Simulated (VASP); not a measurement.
# Ge4N in VASP: notebook

Runs on Ge4N. Level: PBE. Tasks: single point.

All numbers are computed with VASP 6.6.1; they aren't measurements. Logs are shortened: lines on timing, memory, paths and dates and some standing lists are left out, and cuts for length are marked.

## Step 1: The cell of the first run

The cell holds a slab with vacuum, 5 atoms: a = 4.074 Å, b = 4.074 Å, c = 19.856 Å, α = 90.00°, β = 90.00°, γ = 90.00°.

## Step 2: Single point, PBE

File INCAR:

```
SYSTEM = Ge4N
PREC = Accurate
ENCUT = 520
EDIFF = 1E-6
ISMEAR = 0
SIGMA = 0.1
LREAL = .FALSE.
LASPH = .TRUE.
NELM = 60
ALGO = Normal
ISIF = 2
LWAVE = .FALSE.
LCHARG = .FALSE.
LDIPOL = .TRUE.
IDIPOL = 3
DIPOL = 0.5 0.5 0.350
GGA = PE
NBANDS = 38
```

File KPOINTS:

```
Automatic mesh
0
G
  7 7 1
  0 0 0
```

File POSCAR:

```
Ge4N
1.0
    4.0740542166      0.0000000000      0.0000000000
    0.0000000000      4.0740542166      0.0000000000
    0.0000000000      0.0000000000     19.8557568530
Ge N
4 1
Direct
    0.0000000000      0.5000000000      0.2014529101
    0.0000000000      0.0000000000      0.2739958855
    0.5000000000      0.0000000000      0.3493666166
    0.5000000000      0.5000000000      0.4208228835
    0.5000000000      0.6250000000      0.5025698601
```

Potentials or basis: VASP PAW PBE potentials, release 64 (Ge_d, N).

Run with:

```console
$ cat potpaw_PBE.64/Ge_d/POTCAR potpaw_PBE.64/N/POTCAR > POTCAR
$ mpirun -np 1 vasp_std > vasp.out
```

OUTCAR:

```text
SYSTEM = Ge4N
   PREC = Accurate
   ENCUT = 520
   EDIFF = 1E-6
   ISMEAR = 0
   LREAL = .FALSE.
   LASPH = .TRUE.
   NELM = 60
   ISIF = 2
   GGA = PE

 ion  position               nearest neighbor table
   1  0.000  0.500  0.201-   2 2.49   2 2.49
   2  0.000  0.000  0.274-   1 2.49   1 2.49   3 2.53   3 2.53
   3  0.500  0.000  0.349-   4 2.48   4 2.48   2 2.53   2 2.53
   4  0.500  0.500  0.421-   5 1.70   3 2.48   3 2.48
   5  0.500  0.625  0.503-   4 1.70

  LATTYP: Found a simple tetragonal cell.
 ALAT       =     4.0740542166
 C/A-ratio  =     4.8737095280

  Lattice vectors:

 A1 = (   4.0740542166,   0.0000000000,   0.0000000000)
 A2 = (   0.0000000000,   4.0740542166,   0.0000000000)
 A3 = (   0.0000000000,   0.0000000000,  19.8557568530)

Analysis of symmetry for initial positions (statically):
=====================================================================
 Subroutine PRICEL returns:
 Original cell was already a primitive cell.

 Routine SETGRP: Setting up the symmetry group for a
 simple tetragonal supercell.

 Subroutine GETGRP returns: Found  2 space group operations
 (whereof  2 operations were pure point group operations)
 out of a pool of 16 trial point group operations.

The static configuration has the point symmetry C_1h.

Analysis of symmetry for dynamics (positions and initial velocities):
=====================================================================
 Subroutine PRICEL returns:
 Original cell was already a primitive cell.

 Routine SETGRP: Setting up the symmetry group for a
 simple tetragonal supercell.

 Subroutine GETGRP returns: Found  2 space group operations
 (whereof  2 operations were pure point group operations)
 out of a pool of 16 trial point group operations.

The dynamic configuration has the point symmetry C_1h.

 Subroutine INISYM returns: Found  2 space group operations
 (whereof  2 operations are pure point group operations),
 and found     1 'primitive' translations

----------------------------------------------------------------------------------------

                                     Primitive cell

  volume of cell :     329.5642

  direct lattice vectors                    reciprocal lattice vectors
     4.074054217  0.000000000  0.000000000     0.245455742  0.000000000  0.000000000
     0.000000000  4.074054217  0.000000000     0.000000000  0.245455742  0.000000000
     0.000000000  0.000000000 19.855756853     0.000000000  0.000000000  0.050363228

  length of vectors
     4.074054217  4.074054217 19.855756853     0.245455742  0.245455742  0.050363228

  position of ions in fractional coordinates (direct lattice)
     0.000000000  0.500000000  0.201452910
     0.000000000  0.000000000  0.273995885
     0.500000000  0.000000000  0.349366617
     0.500000000  0.500000000  0.420822884
     0.500000000  0.625000000  0.502569860

  ion indices of the primitive-cell ions
   primitive index   ion index
                 1           1
                 2           2
                 3           3
                 4           4
                 5           5

----------------------------------------------------------------------------------------

 KPOINTS: Automatic mesh

Automatic generation of k-mesh.
 Grid dimensions read from file:
 generate k-points for:    7    7    1

 Generating k-lattice:

  Cartesian coordinates                     Fractional coordinates (reciprocal lattice)
     0.035065106  0.000000000  0.000000000     0.142857143  0.000000000  0.000000000
     0.000000000  0.035065106  0.000000000     0.000000000  0.142857143  0.000000000
     0.000000000  0.000000000  0.050363228     0.000000000  0.000000000  1.000000000

  Length of vectors
     0.035065106  0.035065106  0.050363228

  Shift w.r.t. Gamma in fractional coordinates (k-lattice)
     0.000000000  0.000000000  0.000000000

 Subroutine IBZKPT returns following result:
 ===========================================

 Found     16 irreducible k-points:

 Following reciprocal coordinates:
            Coordinates               Weight
  0.000000  0.000000  0.000000      1.000000
  0.142857  0.000000  0.000000      2.000000
  0.000000  0.142857  0.000000      2.000000
  0.285714  0.000000  0.000000      2.000000
  0.000000  0.285714  0.000000      2.000000
  0.428571  0.000000  0.000000      2.000000
[... 8 lines left out ...]
 -0.285714  0.428571  0.000000      4.000000
  0.428571  0.428571  0.000000      4.000000
   k-points           NKPTS =     16   k-points in BZ     NKDIM =     16   number of bands    NBANDS=     38
   number of dos      NEDOS =    301   number of ions     NIONS =      5
   total plane-waves  NPLWV = 135000
   dimension x,y,z NGX =    30 NGY =   30 NGZ =  150
   dimension x,y,z NGXF=    60 NGYF=   60 NGZF=  300
   ions per type =               4   1
   NGX,Y,Z   is equivalent  to a cutoff of  12.24, 12.24, 12.56 a.u.
   NGXF,Y,Z  is equivalent  to a cutoff of  24.48, 24.48, 25.12 a.u.
 SYSTEM =  Ge4N
   PREC   = accura    normal or accurate (medium, high low for compatibility)
   ISTART =      0    job   : 0-new  1-cont  2-samecut
   ICHARG =      2    charge: 1-file 2-atom 10-const
   ISPIN  =      1    spin polarized calculation?
   LNONCOLLINEAR =      F non collinear calculations
   LSORBIT =      F    spin-orbit coupling
   LASPH  =      T    aspherical Exc in radial PAW
   ENCUT  =  520.0 eV  38.22 Ry    6.18 a.u.   7.58  7.58 36.92*2*pi/ulx,y,z
   NELM   =     60;   NELMIN=  2; NELMDL= -5     # of ELM steps
   EDIFF  = 0.1E-05   stopping-criterion for ELM
   LREAL  =      F    real-space projection
   EDIFFG = 0.1E-04   stopping-criterion for IOM
   NSW    =      0    number of steps for IOM
   IBRION =     -1    ionic relax: 0-MD 1-quasi-New 2-CG
   NFREE  =      0    steps in history (QN), initial steepest desc. (CG)
   ISIF   =      2    stress and relaxation
   ISYM   =      2    0-nonsym 1-usesym 2-fastsym
   POTIM  = 0.5000    time-step for ionic-motion
   TEBEG  =    0.0;   TEEND  =   0.0 temperature during run
   PSTRESS=    0.0 pullay stress
   NELECT =      61.0000    total number of electrons
   NUPDOWN=      -1.0000    fix difference up-down
   EMIN   =  10.00;   EMAX   =-10.00  energy-range for DOS
   EFERMI =   0.00;   METHOD = LEGACY
   ISMEAR =     0;   SIGMA  =   0.10  broadening in eV -4-tet -1-fermi 0-gaus
   EFERMI_NEDOS =   21; number of points for ismear=-14 and -15
   IALGO  =     38    algorithm
   IMIX   =      4    mixing-type and parameters
     AMIX     =   0.40;   BMIX     =  1.00
     AMIX_MAG =   1.60;   BMIX_MAG =  1.00
  volume/ion in A,a.u.               =      65.91       444.80
  Fermi-wavevector in a.u.,A,eV,Ry     =   0.932978  1.763073 11.843164  0.870448
  Thomas-Fermi vector in A             =   2.059632
   LORBIT       =      0    0 simple, 1 ext, 2 COOP (PROOUT), +10 PAW based schemes
   GGA     = PE    functional components
   LHFCALC =     F    Hartree Fock is set to
   AEXX    =    0.0000 exact exchange contribution
   IVDW    =     0    specifies the selected vdW correction
   LEPSILON=     F    determine dielectric tensor
   LRPA    =     F    only Hartree local field effects (RPA)
 non-spin polarized calculation
 Gauss-broadening in eV      SIGMA  =   0.10
  energy-cutoff  :      520.00
  volume of cell :      329.56
 maximum number of plane-waves:      8917
   NGX = 15   NGY = 15   NGZ = 73

 dipolmoment           0.000000      0.000000     -0.000009 electrons x Angstroem

 number of electron      60.9999944 magnetization

 dipolmoment           0.000000      0.000000      0.280148 electrons x Angstroem

 Free energy of the ion-electron system (eV)
  ---------------------------------------------------
  ext. energy  EPLUGINS =         0.00000000
  ---------------------------------------------------
  free energy    TOTEN  =       -20.97076452 eV

  energy without entropy =      -20.95244863  energy(sigma->0) =      -20.96160657

 E-fermi :  -3.2684     XC(G=0):  -3.9999

 val. band max:       -3.2706977118   @ k =   0.0000   0.4286   0.0000
 cond. band min:      -3.2471247464   @ k =   0.2857   0.1429   0.0000
 fundamental gap:      0.0235729654
 Fermi energy:        -3.2684228094

 k-point     1 :       0.0000    0.0000    0.0000
  band No.  band energies     occupation
      1     -27.7471      2.00000
      2     -27.7249      2.00000
      3     -27.7015      2.00000
      4     -27.6666      2.00000
      5     -27.6583      2.00000
      6     -27.4992      2.00000
[... 30 lines left out ...]
     37       1.2046      0.00000
     38       1.5641      0.00000

 k-point     2 :       0.1429    0.0000    0.0000
  band No.  band energies     occupation
      1     -27.7474      2.00000
      2     -27.7245      2.00000
      3     -27.7010      2.00000
      4     -27.6653      2.00000
      5     -27.6585      2.00000
      6     -27.4984      2.00000
[... 30 lines left out ...]
     37       1.4660      0.00000
     38       1.7285      0.00000

 k-point     3 :       0.0000    0.1429    0.0000
  band No.  band energies     occupation
      1     -27.7481      2.00000
      2     -27.7235      2.00000
      3     -27.7019      2.00000
      4     -27.6662      2.00000
      5     -27.6582      2.00000
      6     -27.5010      2.00000
[... 30 lines left out ...]
     37       0.8953      0.00000
     38       1.7889      0.00000

 k-point     4 :       0.2857    0.0000    0.0000
  band No.  band energies     occupation
      1     -27.7480      2.00000
      2     -27.7238      2.00000
      3     -27.6977      2.00000
      4     -27.6648      2.00000
      5     -27.6588      2.00000
      6     -27.4965      2.00000
[... 30 lines left out ...]
     37       2.0344      0.00000
     38       2.0936      0.00000
[... 375 lines left out ...]
      4     -27.6654      2.00000
      5     -27.6589      2.00000
      6     -27.5012      2.00000
[... 30 lines left out ...]
     37       1.6915      0.00000
     38       2.8461      0.00000

 k-point    15 :      -0.2857    0.4286    0.0000
  band No.  band energies     occupation
      1     -27.7463      2.00000
      2     -27.7248      2.00000
      3     -27.6992      2.00000
      4     -27.6623      2.00000
      5     -27.6585      2.00000
      6     -27.5051      2.00000
[... 30 lines left out ...]
     37       2.1270      0.00000
     38       3.2419      0.00000

 k-point    16 :       0.4286    0.4286    0.0000
  band No.  band energies     occupation
      1     -27.7468      2.00000
      2     -27.7248      2.00000
      3     -27.6940      2.00000
      4     -27.6642      2.00000
      5     -27.6589      2.00000
      6     -27.5039      2.00000
[... 30 lines left out ...]
     37       2.0460      0.00000
     38       3.3238      0.00000

------------------------ aborting loop because EDIFF is reached ----------------------------------------

 vacuum level on the upper side and lower side of the slab       (xc-potential included)         1.480        -1.550

  FORCE on cell =-STRESS in cart. coord.  units (eV):
  Direction    XX          YY          ZZ          XY          YZ          ZX
  --------------------------------------------------------------------------------------
  -------------------------------------------------------------------------------------
  Total       -0.9718695      0.7688265      0.4291641      0.0000000      0.0747544      0.0000000
  in kB       -4.7247463      3.7376521      2.0863822      0.0000000      0.3634189      0.0000000
  external PRESSURE =       0.3664293 kB  Pullay stress =       0.0000000 kB

 VOLUME and BASIS-vectors are now :
 -----------------------------------------------------------------------------
  energy-cutoff  :      520.00
  volume of cell :      329.56
      direct lattice vectors                 reciprocal lattice vectors
     4.074054217  0.000000000  0.000000000     0.245455742  0.000000000  0.000000000
     0.000000000  4.074054217  0.000000000     0.000000000  0.245455742  0.000000000
     0.000000000  0.000000000 19.855756853     0.000000000  0.000000000  0.050363228

 POSITION                                       TOTAL-FORCE (eV/Angst)
 -----------------------------------------------------------------------------------
      0.00000      2.03703      4.00000         0.000000     -0.035212     -0.199419
      0.00000      0.00000      5.44040         0.000000      0.011560      0.391335
      2.03703      0.00000      6.93694         0.000000      0.183671     -0.618996
      2.03703      2.03703      8.35576         0.000000     -0.293526      0.523289
      2.03703      2.54628      9.97890         0.000000      0.133507     -0.096209
 -----------------------------------------------------------------------------------
    total drift:                                0.000000      0.000140      0.001052

  FREE ENERGIE OF THE ION-ELECTRON SYSTEM (eV)
  ---------------------------------------------------
  free  energy   TOTEN  =       -20.9707645182 eV

  energy  without entropy=      -20.9524486303  energy(sigma->0) =      -20.96160657

 vacuum level on the upper side and lower side of the slab         4.770         1.709
```

It took 2.7 min on 1 thread of Intel Xeon 6975P-C (Granite Rapids), shared host; peak memory 0.44 GiB.

Results:

| Property | Result |
| --- | --- |
| Free energy | -20.9708 eV |
| Largest force | 0.646 eV/Å |
| Band gap on the k mesh | zero (an odd number of electrons rules out a gap without spin polarisation) |

Forces in eV/Å, atoms in the order of the input:
```
Ge   0.000 -0.035 -0.199
Ge   0.000  0.012  0.391
Ge   0.000  0.184 -0.619
Ge   0.000 -0.294  0.523
N    0.000  0.134 -0.096
```

Caveat: an odd number of electrons without spin polarisation forces a metal; a magnetic or distorted state may lie lower.

## Step 3: Single point, PBE

File INCAR:

```
  PREC = Accurate
  ENCUT = 520
  EDIFF = 1E-7
  ISMEAR = 0
  SIGMA = 0.1
  LREAL = F
  LASPH = T
  NELM = 100
  ALGO = Normal
  ISIF = 2
  LWAVE = F
  LCHARG = F
  LDIPOL = T
  IDIPOL = 3
  DIPOL = 0.5 0.5 0.350
  GGA = PE
  NBANDS = 38
```

File KPOINTS:

```
regular mesh
0
Gamma
  7 7 1
```

Edit POSCAR of step 2 so:

```diff
@@ -12,2 +12,2 @@
     0.5000000000      0.5000000000      0.4208228835
-    0.5000000000      0.6250000000      0.5025698601
+    0.6250000000      0.5000000000      0.5028928072
```

Potentials or basis: VASP PAW PBE potentials, release 64 (Ge_d, N).

Run with:

```console
$ cat potpaw_PBE.64/Ge_d/POTCAR potpaw_PBE.64/N/POTCAR > POTCAR
$ mpirun -np 1 vasp_std > vasp.out
```

It took 3.1 min on 1 thread of Intel Xeon 6975P-C (Granite Rapids), shared host; peak memory 0.44 GiB.

Results (log left out):

```yaml
Free_energy: -20.9662 eV
Largest_force: 0.645 eV/Å
Band_gap_on_the_k_mesh: zero (an odd number of electrons rules out a gap without spin polarisation)
```

Forces in eV/Å, atoms in the order of the input:
```
Ge   0.032  0.000 -0.189
Ge  -0.047  0.000  0.383
Ge  -0.095  0.000 -0.638
Ge   0.017  0.000  0.548
N    0.093  0.000 -0.104
```

Levels at points of the mesh, in eV from the Fermi level:
| k point | band 27 | band 28 | band 29 | band 30 | band 31 | band 32 | band 33 | band 34 |
| --- | --- | --- | --- | --- | --- | --- | --- | --- |
| (0.00, 0.00, 0.00) | -1.49 | -0.76 | -0.30 | -0.23 | 0.77 | 1.61 | 1.84 | 2.04 |

Caveat: an odd number of electrons without spin polarisation forces a metal; a magnetic or distorted state may lie lower.

## Step 4: Single point, PBE

File INCAR:

```
SYSTEM = Ge4N
ALGO     = Normal         ! electronic algorithm
DIPOL    = 0.5 0.5 0.341
EDIFF    = 1E-7           ! SCF threshold, eV
ENCUT    = 520            ! plane-wave cutoff, eV
GGA      = PE             ! functional
IDIPOL   = 3            
ISIF     = 2              ! what is computed and relaxed
ISMEAR   = 0              ! smearing method
LASPH    = .TRUE.         ! aspherical terms in the spheres
LCHARG   = .FALSE.        ! write CHGCAR
LDIPOL   = .TRUE.       
LREAL    = .FALSE.        ! projectors in reciprocal space
LWAVE    = .FALSE.        ! write WAVECAR
NBANDS   = 38             ! bands
NELM     = 100            ! most SCF steps
PREC     = Accurate       ! precision mode
SIGMA    = 0.1            ! smearing width, eV
```

File KPOINTS:

```
k-points
0
G
  7 7 1
  0 0 0
```

Edit POSCAR of step 3 so:

```diff
@@ -12,2 +12,2 @@
     0.5000000000      0.5000000000      0.4208228835
-    0.6250000000      0.5000000000      0.5028928072
+    0.5000000000      0.8750000000      0.4585855683
```

Run with:

```console
$ cat potpaw_PBE.64/Ge_d/POTCAR potpaw_PBE.64/N/POTCAR > POTCAR
$ mpirun -np 1 vasp_std > vasp.out
```

Wall time 3.3 min (1 thread of Intel Xeon 6975P-C (Granite Rapids), shared host); peak memory 0.44 GiB.

Results (log left out):

- Free energy: -21.7124 eV
- Largest force: 1.747 eV/Å
- Band gap on the k mesh: zero (an odd number of electrons rules out a gap without spin polarisation)

Forces on the atoms (eV/Å):
```
Ge   0.000 -0.015 -0.343
Ge   0.000  0.012  0.481
Ge   0.000  0.794 -0.699
Ge   0.000 -1.637  0.609
N    0.000  0.846 -0.047
```

Levels at points of the mesh, in eV from the Fermi level:
| k point | band 28 | band 29 | band 30 | band 31 | band 32 | band 33 |
| --- | --- | --- | --- | --- | --- | --- |
| (0.00, 0.00, 0.00) | -1.74 | -1.41 | -1.25 | 0.67 | 1.16 | 1.71 |

Caveat: an odd number of electrons without spin polarisation forces a metal; a magnetic or distorted state may lie lower.

## Step 5: Single point, PBE

File INCAR:

```
PREC = Accurate ; ENCUT = 520
EDIFF = 1E-6 ; ISMEAR = 0
SIGMA = 0.1 ; LREAL = False
LASPH = True ; NELM = 80
ALGO = Normal ; ISIF = 2
LWAVE = False ; LCHARG = False
LDIPOL = True ; IDIPOL = 3
DIPOL = 0.5 0.5 0.341 ; GGA = PE
NBANDS = 38
```

File KPOINTS:

```
Automatic mesh
0
Gamma
  7 7 1
```

Edit POSCAR of step 4 so:

```diff
@@ -12,2 +12,2 @@
     0.5000000000      0.5000000000      0.4208228835
-    0.5000000000      0.8750000000      0.4585855683
+    0.8750000000      0.5000000000      0.4610103626
```

Run with:

```console
$ cat potpaw_PBE.64/Ge_d/POTCAR potpaw_PBE.64/N/POTCAR > POTCAR
$ mpirun -np 1 vasp_std > vasp.out
```

It took 3.3 min on 1 thread of Intel Xeon 6975P-C (Granite Rapids), shared host; peak memory 0.44 GiB.

The run converged. Its results:

```yaml
Free_energy: -21.4540 eV
Largest_force: 0.926 eV/Å
Band_gap_on_the_k_mesh: zero (an odd number of electrons rules out a gap without spin polarisation)
```

Forces on the atoms (eV/Å):
```
Ge   0.166  0.000 -0.055
Ge  -0.247  0.000  0.354
Ge  -0.143  0.000 -0.833
Ge  -0.701  0.000  0.566
N    0.926  0.000 -0.032
```

Levels at points of the mesh, in eV from the Fermi level:
```
           k point  band 26  band 27  band 28  band 29  band 30  band 31  band 32  band 33  band 34  band 35
(0.00, 0.00, 0.00)    -2.15    -1.86    -1.12    -0.91    -0.55     0.97     1.25     1.85     2.20     2.26
```

Caveat: an odd number of electrons without spin polarisation forces a metal; a magnetic or distorted state may lie lower.

## Step 6: Overview

| cell | gap on the mesh (eV) | largest force (eV/Å) |
| --- | --- | --- |
| as given, atomic positions A | none | 0.65 |
| as given, atomic positions B | none | 0.64 |
| as given, atomic positions C | none | 1.75 |
| as given, atomic positions D | none | 0.93 |

Alike in all rows: task single point; level PBE; potentials or basis VASP PAW PBE potentials, release 64 (Ge_d, N); no spin polarisation; k mesh 7 × 7 × 1; cutoff (eV) 520; smearing gaussian 0.1 eV.

Caveats: an odd number of electrons without spin polarisation forces a metal; a magnetic or distorted state may lie lower.

Total energies depend on the potentials used, so only differences within one code and one set of settings carry meaning.

The gap in the log of VASP goes by the Fermi energy; the results here count the filled bands.